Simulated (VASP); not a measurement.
Set up this calculation in VASP 6.6.1, as the native input.

- Task: relaxation of cell and atoms
- Functional: PBE
- Potentials or basis: VASP PAW PBE potentials, release 64 (Pb_d, O)
- Cutoff: 600 eV
- k mesh: 9 × 9 × 9
- Occupations: fermi-dirac, width 0.02 eV
- Spin: no spin polarisation
- Dipole correction: no
- Further INCAR settings: ALGO = Normal; EDIFF = 1e-06; IBRION = 2; EDIFFG = -0.005; NSW = 40; ISIF = 3

The structure of PbO2 lies in POSCAR:

```
PbO2
1.0
    0.0000000000      2.7048413965      2.7048413965
    2.7048413965      0.0000000000      2.7048413965
    2.7048413965      2.7048413965      0.0000000000
Pb O
1 2
Direct
    0.0000000000      0.0000000000      0.0000000000
    0.2500000000      0.2500000000      0.2500000000
    0.7500000000      0.7500000000      0.7500000000
```

The input as run:

INCAR

```
PREC = Accurate
ENCUT = 600
EDIFF = 1E-6
ISMEAR = -1
SIGMA = 0.02
LREAL = False
LASPH = True
NELM = 100
ALGO = Normal
ISIF = 3
LWAVE = False
LCHARG = False
GGA = PE
IBRION = 2
NSW = 40
EDIFFG = -0.005
```

KPOINTS

```
Automatic mesh
0
Gamma
  9 9 9
```

Potentials or basis: VASP PAW PBE potentials, release 64 (Pb_d, O).

Run with:

```console
$ cat potpaw_PBE.64/Pb_d/POTCAR potpaw_PBE.64/O/POTCAR > POTCAR
$ mpirun -np 1 vasp_std > vasp.out
```

It gave:

```json
{
  "Pressure after relaxing": "0.0 GPa",
  "Band gap on the k mesh": "zero (bands 13 and 14 overlap by 1.14 eV)"
}
```

Caveat: the relaxation stopped at its first step, so nothing moved; spin-orbit coupling is left out, which moves the levels of the heavy elements.

It took 49 s on 1 thread of AMD EPYC 7R13, on a shared host, peak memory 0.16 GiB.
